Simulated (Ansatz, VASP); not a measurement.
## CuO2: VASP beside Ansatz

```xyz
3
Lattice="2.4213 0.0000 0.0000 0.0000 6.4460 0.0000 0.0000 0.0000 7.0670" Properties=species:S:1:pos:R:3 pbc="T T T"
Cu    0.0000    3.2230    0.0000
O     0.0000    3.2230    2.9147
O     0.0000    3.2230    4.1523
```

Alike in both runs: task single point; functional PBE; k mesh 9 × 4 × 4; occupations fermi-dirac, width 0.05 eV; no spin polarisation.

|  | VASP | Ansatz |
| --- | --- | --- |
| version | VASP 6.6.1 | Ansatz 0.2.0 |
| potentials or method | VASP PAW PBE potentials, release 64 (Cu_sv_GW, O), cutoff 700 eV | plane waves, PAW |
| valence electrons in the cell | 31 | 31 |

```tsv
	VASP	Ansatz	Ansatz less VASP
gap on the k mesh at the Fermi level (eV)	none	none	-
pressure (GPa)	-1.2	-1.2	-0.04
traceless stress, the component that is largest in VASP (GPa)	-1.95	-1.41	+0.538
```

A gap of «none» marks a metal or a gap that the smearing closes.

Noted on VASP's run: the standard files for N, O and F lose accuracy on very short bonds.
